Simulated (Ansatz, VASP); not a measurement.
**Sn: VASP beside Ansatz**

```
Sn
1.0
     0.00000    3.49577    3.49577
     3.49577    0.00000    3.49577
     3.49577    3.49577    0.00000
Sn
2
Direct
  0.50000 0.50000 0.50000
  0.75000 0.75000 0.75000
```

Alike in both runs: task single point; functional BLYP; k mesh 13 × 13 × 13; occupations fermi-dirac, width 0.1 eV; no spin polarisation.

|  | VASP | Ansatz |
| --- | --- | --- |
| version | VASP 6.6.1 | Ansatz 0.2.0 |
| potentials or method | VASP PAW PBE potentials, release 64 (Sn_d), cutoff 520 eV | plane waves (420 eV) with PAW, scalar-relativistic |
| valence electrons in the cell | 28 | 28 |

Ansatz gave:

* pressure (GPa): -1.8

Q: Which values does VASP return?

A: Pressure (GPa): -1.9.

VASP's potentials were made for PBE, not for BLYP. The functional is the same, so the differences come from potentials, cutoffs and numerics.
